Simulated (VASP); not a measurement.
# Sr: single point with PBEsol

Crystal: Sr.

```
Sr
1.0
     0.00000    2.95792    2.95792
     2.95792    0.00000    2.95792
     2.95792    2.95792    0.00000
Sr
1
Direct
  0.00000 0.00000 0.00000
```

- Program: VASP 6.6.1
- Task: single point
- Functional: PBEsol
- Potentials or basis: VASP PAW PBE potentials, release 64 (Sr_sv)
- Cutoff: 520 eV
- k mesh: 12 × 12 × 12
- Occupations: gaussian, width 0.1 eV
- Spin: no spin polarisation

| Property | Result |
| --- | --- |
| Pressure | 0.0 GPa |
| Band gap on the k mesh | zero (filled and empty bands overlap) |

Levels at points of the mesh, in eV from the Fermi level:
```tsv
k point	band 1	band 2	band 3	band 4	band 5	band 6	band 7	band 8	band 9	band 10
(0.00, 0.00, 0.00)	-36.43	-18.32	-18.32	-18.32	-3.76	2.39	2.39	2.39	3.96	3.96
(0.50, 0.00, 0.00)	-36.41	-18.57	-18.35	-18.35	-1.18	0.15	2.22	2.22	5.09	5.09
(0.50, 0.50, 0.00)	-36.41	-18.55	-18.41	-18.41	-0.72	0.27	1.18	5.10	5.41	5.42
```

It took 15 s on 1 thread of AMD EPYC 9R45 96-Core Processor (Zen 5), on a shared host, peak memory 0.16 GiB.

Caveat: the PAW data sets were made with another functional, which shifts forces and pressure a little.
